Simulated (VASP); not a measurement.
Input of a VASP 6.6.1 run:

Contents of INCAR:

```
PREC = Accurate ; ENCUT = 520
EDIFF = 1E-6 ; ISMEAR = -1
SIGMA = 0.06122561905347299 ; LREAL = False
LASPH = True ; NELM = 100
ALGO = Normal ; ISIF = 2
LWAVE = False ; LCHARG = False
GGA = PE ; NBANDS = 12
```

Contents of KPOINTS:

```
Automatic mesh
0
Gamma
  12 12 12
```

Contents of POSCAR:

```
La
1.0
   -2.1144071686      2.1144071686      2.1144071686
    2.1144071686     -2.1144071686      2.1144071686
    2.1144071686      2.1144071686     -2.1144071686
La
1
Direct
    0.0000000000      0.0000000000      0.0000000000
```

Potentials or basis: VASP PAW PBE potentials, release 64 (La).

The run is started by

```sh
$ cat potpaw_PBE.64/La/POTCAR > POTCAR
$ mpirun -np 1 vasp_std > vasp.out
```

(1) What does it give for the band gap on the k mesh?

(2) What does it give for the pressure?

Results:

(1) zero (an odd number of electrons rules out a gap without spin polarisation).

(2) 0.1 GPa.

Caveat: spin-orbit coupling is left out, which moves the levels of the heavy elements.
